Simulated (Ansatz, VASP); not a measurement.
Te: VASP beside Ansatz

```
Te
1.0
     4.48752    0.00000    0.00000
    -2.24376    3.88631    0.00000
     0.00000    0.00000    5.96424
Te
3
Direct
  0.74500 0.00000 0.33333
  0.00000 0.74500 0.66667
  0.25500 0.25500 0.00000
```

Change from the starting cell: volume scaled by 1.02, crystal datasets.

Alike in both runs: task electric field gradients; functional LDA; k mesh 9 × 9 × 6; occupations fermi-dirac, width 0.08 eV; no spin polarisation.

```csv
,VASP,Ansatz
version,VASP 6.6.1,Ansatz 0.2.0
potentials or method,"VASP PAW LDA potentials, release 64 (Te), cutoff 520 eV","all-electron PAW with datasets made for the crystal, scalar-relativistic"
```

|  | VASP | Ansatz | Ansatz less VASP |
| --- | --- | --- | --- |
| pressure (GPa) | -1.1 | -1.3 | -0.12 |
| traceless stress, the component that is largest in VASP (GPa) | 0.12 | 0.03 | -0.083 |
| rms of the force components (eV/Å) | 0.222 | 0.201 | -0.0215 |
| size of Vzz on the site where it differs most (V/Å²) | 562.6 | 588.4 | +25.74 |

LDA's correlation is that of Perdew and Zunger in VASP and of Perdew and Wang (1992) in Ansatz. Atom by atom the forces differ by 0.022 eV/Å (rms over components). Ansatz ran all-electron here, and VASP with PAW potentials.

Neither program's run includes spin-orbit coupling.
